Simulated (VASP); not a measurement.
# Y8CO in VASP: further runs

Runs on Y8CO. Level: PBE. Tasks: single point.

All numbers are computed with VASP 6.6.1; they aren't measurements. Logs are shortened: lines on timing, memory, paths and dates and some standing lists are left out, and cuts for length are marked.

**1. The cell of the first run**

The cell holds a slab with vacuum, 10 atoms: a = 7.313 Å, b = 5.674 Å, c = 21.998 Å, α = 90.00°, β = 90.00°, γ = 90.00°.

**2. Single point, PBE**

Contents of INCAR:

```
PREC     = Accurate       # precision mode
ENCUT    = 520            # plane-wave cutoff, eV
EDIFF    = 1E-6           # SCF threshold, eV
ISMEAR   = 0              # smearing method
SIGMA    = 0.1            # smearing width, eV
LREAL    = F              # projectors in reciprocal space
LASPH    = T              # aspherical terms in the spheres
NELM     = 100            # most SCF steps
ALGO     = Normal         # electronic algorithm
ISIF     = 2              # what is computed and relaxed
LWAVE    = F              # write WAVECAR
LCHARG   = F              # write CHGCAR
LDIPOL   = T            
IDIPOL   = 3            
DIPOL    = 0.5 0.5 0.317
GGA      = PE             # functional
NBANDS   = 60             # bands
```

Contents of KPOINTS:

```
Automatic mesh
0
Gamma
  4 5 1
```

Contents of POSCAR:

```
Y8CO
1.0
    7.3129608291      0.0000000000      0.0000000000
    0.0000000000      5.6740148963      0.0000000000
    0.0000000000      0.0000000000     21.9980757826
Y C O
8 1 1
Direct
    0.0000000000      0.7500000000      0.1818340858
    0.5000000000      0.7500000000      0.1818340858
    0.2500000000      0.2500000000      0.2298171451
    0.7500000000      0.2500000000      0.2298171451
    0.2500000000      0.7500000000      0.3130925676
    0.7500000000      0.7500000000      0.3130925676
    0.0000000000      0.2500000000      0.3635806996
    0.5000000000      0.2500000000      0.3635806996
    0.5000000000      0.2500000000      0.4708628102
    0.5000000000      0.2500000000      0.5235946951
```

Potentials or basis: VASP PAW PBE potentials, release 64 (Y_sv, C, O).

Run with:

```
cat potpaw_PBE.64/Y_sv/POTCAR potpaw_PBE.64/C/POTCAR potpaw_PBE.64/O/POTCAR > POTCAR
mpirun -np 1 vasp_std > vasp.out
```

OUTCAR:

```text
PREC = Accurate
   ENCUT = 520
   EDIFF = 1E-6
   ISMEAR = 0
   LREAL = F
   LASPH = T
   NELM = 100
   ISIF = 2
   GGA = PE

 ion  position               nearest neighbor table
   1  0.000  0.750  0.182-   5 3.42   6 3.42   3 3.54   4 3.54   3 3.54   4 3.54   2 3.66   2 3.66

   2  0.500  0.750  0.182-   5 3.42   6 3.42   3 3.54   4 3.54   3 3.54   4 3.54   1 3.66   1 3.66

   3  0.250  0.250  0.230-   5 3.38   5 3.38   8 3.46   7 3.46   1 3.54   1 3.54   2 3.54   2 3.54
                             4 3.66   4 3.66
   4  0.750  0.250  0.230-   6 3.38   6 3.38   8 3.46   7 3.46   1 3.54   1 3.54   2 3.54   2 3.54
                             3 3.66   3 3.66
   5  0.250  0.750  0.313-   3 3.38   3 3.38   1 3.42   2 3.42   8 3.55   7 3.55   7 3.55   8 3.55
                             6 3.66   6 3.66
   6  0.750  0.750  0.313-   4 3.38   4 3.38   1 3.42   2 3.42   8 3.55   7 3.55   7 3.55   8 3.55
                             5 3.66   5 3.66
   7  0.000  0.250  0.364-   3 3.46   4 3.46   5 3.55   6 3.55   5 3.55   6 3.55   8 3.66   8 3.66

   8  0.500  0.250  0.364-   9 2.36   4 3.46   3 3.46   6 3.55   5 3.55   5 3.55   6 3.55   7 3.66
                             7 3.66
   9  0.500  0.250  0.471-  10 1.16   8 2.36
  10  0.500  0.250  0.524-   9 1.16

  LATTYP: Found a simple orthorhombic cell.
 ALAT       =     5.6740148963
 B/A-ratio  =     1.2888511861
 C/A-ratio  =     3.8769859059

  Lattice vectors:

 A1 = (   0.0000000000,  -5.6740148963,   0.0000000000)
 A2 = (   7.3129608291,   0.0000000000,   0.0000000000)
 A3 = (   0.0000000000,   0.0000000000,  21.9980757826)

Analysis of symmetry for initial positions (statically):
=====================================================================
 Subroutine PRICEL returns:
 Original cell was already a primitive cell.

 Routine SETGRP: Setting up the symmetry group for a
 simple orthorhombic supercell.

 Subroutine GETGRP returns: Found  4 space group operations
 (whereof  2 operations were pure point group operations)
 out of a pool of  8 trial point group operations.

The static configuration has the point symmetry C_1h.
 The point group associated with its full space group is C_2v.

Analysis of symmetry for dynamics (positions and initial velocities):
=====================================================================
 Subroutine PRICEL returns:
 Original cell was already a primitive cell.

 Routine SETGRP: Setting up the symmetry group for a
 simple orthorhombic supercell.

 Subroutine GETGRP returns: Found  4 space group operations
 (whereof  2 operations were pure point group operations)
 out of a pool of  8 trial point group operations.

The dynamic configuration has the point symmetry C_1h.
 The point group associated with its full space group is C_2v.

 Subroutine INISYM returns: Found  4 space group operations
 (whereof  2 operations are pure point group operations),
 and found     1 'primitive' translations

----------------------------------------------------------------------------------------

                                     Primitive cell

  volume of cell :     912.7848

  direct lattice vectors                    reciprocal lattice vectors
     7.312960829  0.000000000  0.000000000     0.136743519  0.000000000  0.000000000
     0.000000000  5.674014896  0.000000000     0.000000000  0.176242047  0.000000000
     0.000000000  0.000000000 21.998075783     0.000000000  0.000000000  0.045458521

  length of vectors
     7.312960829  5.674014896 21.998075783     0.136743519  0.176242047  0.045458521

  position of ions in fractional coordinates (direct lattice)
     0.000000000  0.750000000  0.181834086
     0.500000000  0.750000000  0.181834086
     0.250000000  0.250000000  0.229817145
     0.750000000  0.250000000  0.229817145
     0.250000000  0.750000000  0.313092568
     0.750000000  0.750000000  0.313092568
     0.000000000  0.250000000  0.363580700
     0.500000000  0.250000000  0.363580700
     0.500000000  0.250000000  0.470862810
     0.500000000  0.250000000  0.523594695

  ion indices of the primitive-cell ions
   primitive index   ion index
                 1           1
                 2           2
                 3           3
                 4           4
                 5           5
                 6           6
                 7           7
                 8           8
                 9           9
                10          10

----------------------------------------------------------------------------------------

 KPOINTS: Automatic mesh

Automatic generation of k-mesh.
 Grid dimensions read from file:
 generate k-points for:    4    5    1

 Generating k-lattice:

  Cartesian coordinates                     Fractional coordinates (reciprocal lattice)
     0.034185880  0.000000000  0.000000000     0.250000000  0.000000000  0.000000000
     0.000000000  0.035248409  0.000000000     0.000000000  0.200000000  0.000000000
     0.000000000  0.000000000  0.045458521     0.000000000  0.000000000  1.000000000

  Length of vectors
     0.034185880  0.035248409  0.045458521

  Shift w.r.t. Gamma in fractional coordinates (k-lattice)
     0.000000000  0.000000000  0.000000000

 Subroutine IBZKPT returns following result:
 ===========================================

 Found      9 irreducible k-points:

 Following reciprocal coordinates:
            Coordinates               Weight
  0.000000  0.000000  0.000000      1.000000
  0.250000  0.000000  0.000000      2.000000
  0.500000  0.000000  0.000000      1.000000
  0.000000  0.200000  0.000000      2.000000
  0.250000  0.200000  0.000000      4.000000
  0.500000  0.200000  0.000000      2.000000
  0.000000  0.400000  0.000000      2.000000
  0.250000  0.400000  0.000000      4.000000
  0.500000  0.400000  0.000000      2.000000
   k-points           NKPTS =      9   k-points in BZ     NKDIM =      9   number of bands    NBANDS=     60
   number of dos      NEDOS =    301   number of ions     NIONS =     10
   total plane-waves  NPLWV = 381024
   dimension x,y,z NGX =    54 NGY =   42 NGZ =  168
   dimension x,y,z NGXF=   108 NGYF=   84 NGZF=  336
   ions per type =               8   1   1
   NGX,Y,Z   is equivalent  to a cutoff of  12.28, 12.31, 12.70 a.u.
   NGXF,Y,Z  is equivalent  to a cutoff of  24.55, 24.61, 25.39 a.u.
 SYSTEM =  unknown system
   PREC   = accura    normal or accurate (medium, high low for compatibility)
   ISTART =      0    job   : 0-new  1-cont  2-samecut
   ICHARG =      2    charge: 1-file 2-atom 10-const
   ISPIN  =      1    spin polarized calculation?
   LNONCOLLINEAR =      F non collinear calculations
   LSORBIT =      F    spin-orbit coupling
   LASPH  =      T    aspherical Exc in radial PAW
   ENCUT  =  520.0 eV  38.22 Ry    6.18 a.u.  13.60 10.55 40.90*2*pi/ulx,y,z
   NELM   =    100;   NELMIN=  2; NELMDL= -5     # of ELM steps
   EDIFF  = 0.1E-05   stopping-criterion for ELM
   LREAL  =      F    real-space projection
   EDIFFG = 0.1E-04   stopping-criterion for IOM
   NSW    =      0    number of steps for IOM
   IBRION =     -1    ionic relax: 0-MD 1-quasi-New 2-CG
   NFREE  =      0    steps in history (QN), initial steepest desc. (CG)
   ISIF   =      2    stress and relaxation
   ISYM   =      2    0-nonsym 1-usesym 2-fastsym
   POTIM  = 0.5000    time-step for ionic-motion
   TEBEG  =    0.0;   TEEND  =   0.0 temperature during run
   PSTRESS=    0.0 pullay stress
   NELECT =      98.0000    total number of electrons
   NUPDOWN=      -1.0000    fix difference up-down
   EMIN   =  10.00;   EMAX   =-10.00  energy-range for DOS
   EFERMI =   0.00;   METHOD = LEGACY
   ISMEAR =     0;   SIGMA  =   0.10  broadening in eV -4-tet -1-fermi 0-gaus
   EFERMI_NEDOS =   21; number of points for ismear=-14 and -15
   IALGO  =     38    algorithm
   IMIX   =      4    mixing-type and parameters
     AMIX     =   0.40;   BMIX     =  1.00
     AMIX_MAG =   1.60;   BMIX_MAG =  1.00
  volume/ion in A,a.u.               =      91.28       615.98
  Fermi-wavevector in a.u.,A,eV,Ry     =   0.778086  1.470369  8.237201  0.605417
  Thomas-Fermi vector in A             =   1.880908
   LORBIT       =      0    0 simple, 1 ext, 2 COOP (PROOUT), +10 PAW based schemes
   GGA     = PE    functional components
   LHFCALC =     F    Hartree Fock is set to
   AEXX    =    0.0000 exact exchange contribution
   IVDW    =     0    specifies the selected vdW correction
   LEPSILON=     F    determine dielectric tensor
   LRPA    =     F    only Hartree local field effects (RPA)
 non-spin polarized calculation
 Gauss-broadening in eV      SIGMA  =   0.10
  energy-cutoff  :      520.00
  volume of cell :      912.78
 maximum number of plane-waves:     24639
   NGX = 27   NGY = 21   NGZ = 81

 dipolmoment           0.000000      0.000000     -0.468948 electrons x Angstroem

 number of electron      97.9999991 magnetization

 dipolmoment           0.000000      0.000000      0.215036 electrons x Angstroem

 Free energy of the ion-electron system (eV)
  ---------------------------------------------------
  ext. energy  EPLUGINS =         0.00000000
  ---------------------------------------------------
  free energy    TOTEN  =       -62.32766801 eV

  energy without entropy =      -62.24573344  energy(sigma->0) =      -62.28670072

 E-fermi :  -1.4694     XC(G=0):  -3.7854

 val. band max:       -1.4790594339   @ k =   0.0000   0.2000   0.0000
 cond. band min:      -1.4617012277   @ k =   0.2500   0.4000   0.0000
 fundamental gap:      0.0173582062
 Fermi energy:        -1.4694056179

 k-point     1 :       0.0000    0.0000    0.0000
  band No.  band energies     occupation
      1     -44.7703      2.00000
      2     -44.6561      2.00000
      3     -44.6378      2.00000
      4     -44.1472      2.00000
      5     -44.1286      2.00000
      6     -44.1018      2.00000
[... 52 lines left out ...]
     59      -0.0369      0.00000
     60      -0.0047      0.00000

 k-point     2 :       0.2500    0.0000    0.0000
  band No.  band energies     occupation
      1     -44.7702      2.00000
      2     -44.6535      2.00000
      3     -44.6405      2.00000
      4     -44.1448      2.00000
      5     -44.1312      2.00000
      6     -44.0994      2.00000
[... 52 lines left out ...]
     59      -0.1504      0.00000
     60      -0.1134      0.00000

 k-point     3 :       0.5000    0.0000    0.0000
  band No.  band energies     occupation
      1     -44.7701      2.00000
      2     -44.6480      2.00000
      3     -44.6460      2.00000
      4     -44.1407      2.00000
      5     -44.1356      2.00000
      6     -44.0937      2.00000
[... 367 lines left out ...]
     59      -0.3205      0.00000
     60      -0.2761      0.00000

 k-point     9 :       0.5000    0.4000    0.0000
  band No.  band energies     occupation
      1     -44.7697      2.00000
      2     -44.6474      2.00000
      3     -44.6455      2.00000
      4     -44.1243      2.00000
      5     -44.1218      2.00000
      6     -44.1080      2.00000
[... 52 lines left out ...]
     59      -0.4989      0.00000
     60      -0.4155      0.00000

------------------------ aborting loop because EDIFF is reached ----------------------------------------

 vacuum level on the upper side and lower side of the slab       (xc-potential included)         0.322        -0.607

  FORCE on cell =-STRESS in cart. coord.  units (eV):
  Direction    XX          YY          ZZ          XY          YZ          ZX
  --------------------------------------------------------------------------------------
  -------------------------------------------------------------------------------------
  Total       -1.8291963     -2.4524844      1.9454909      0.0000000      0.0000000      0.0000000
  in kB       -3.2107204     -4.3047548      3.4148479      0.0000000      0.0000000      0.0000000
  external PRESSURE =      -1.3668758 kB  Pullay stress =       0.0000000 kB

 VOLUME and BASIS-vectors are now :
 -----------------------------------------------------------------------------
  energy-cutoff  :      520.00
  volume of cell :      912.78
      direct lattice vectors                 reciprocal lattice vectors
     7.312960829  0.000000000  0.000000000     0.136743519  0.000000000  0.000000000
     0.000000000  5.674014896  0.000000000     0.000000000  0.176242047  0.000000000
     0.000000000  0.000000000 21.998075783     0.000000000  0.000000000  0.045458521

 POSITION                                       TOTAL-FORCE (eV/Angst)
 -----------------------------------------------------------------------------------
      0.00000      4.25551      4.00000         0.000000     -0.000000     -0.112091
      3.65648      4.25551      4.00000         0.000000     -0.000000     -0.112313
      1.82824      1.41850      5.05553        -0.081756     -0.000000      0.078367
      5.48472      1.41850      5.05553         0.081756     -0.000000      0.078367
      1.82824      4.25551      6.88743        -0.000922      0.000000      0.024680
      5.48472      4.25551      6.88743         0.000922     -0.000000      0.024680
      0.00000      1.41850      7.99808         0.000000     -0.000000      0.041895
      3.65648      1.41850      7.99808         0.000000     -0.000000     -0.561696
      3.65648      1.41850     10.35808         0.000000     -0.000000      0.230744
      3.65648      1.41850     11.51808         0.000000     -0.000000      0.307367
 -----------------------------------------------------------------------------------
    total drift:                                0.000000      0.000000      0.000184

  FREE ENERGIE OF THE ION-ELECTRON SYSTEM (eV)
  ---------------------------------------------------
  free  energy   TOTEN  =       -62.3276680065 eV

  energy  without entropy=      -62.2457334385  energy(sigma->0) =      -62.28670072

 vacuum level on the upper side and lower side of the slab         2.561         1.607
```

Run time: 20 min. Hardware: 1 thread of Intel Xeon 6975P-C (Granite Rapids), shared host; peak memory 0.98 GiB.

Results:

```yaml
Free_energy: -62.3277 eV
Largest_force: 0.562 eV/Å
Band_gap_on_the_k_mesh: zero (bands 49 and 50 overlap by 0.08 eV)
```

Forces on the atoms (eV/Å):
```
Y    0.000  0.000 -0.112
Y    0.000  0.000 -0.112
Y   -0.082  0.000  0.078
Y    0.082  0.000  0.078
Y   -0.001  0.000  0.025
Y    0.001  0.000  0.025
Y    0.000  0.000  0.042
Y    0.000  0.000 -0.562
C    0.000  0.000  0.231
O    0.000  0.000  0.307
```

Levels at points of the mesh, in eV from the Fermi level:
```tsv
k point	band 45	band 46	band 47	band 48	band 49	band 50	band 51	band 52	band 53	band 54
(0.00, 0.00, 0.00)	-0.69	-0.63	-0.39	-0.34	-0.23	0.07	0.08	0.17	0.47	0.54
(0.50, 0.00, 0.00)	-0.61	-0.45	-0.41	-0.24	-0.07	0.05	0.26	0.35	0.35	0.35
```

(Part 1 of 2 ends here.)

The gap in the log of VASP goes by the Fermi energy; the results here count the filled bands.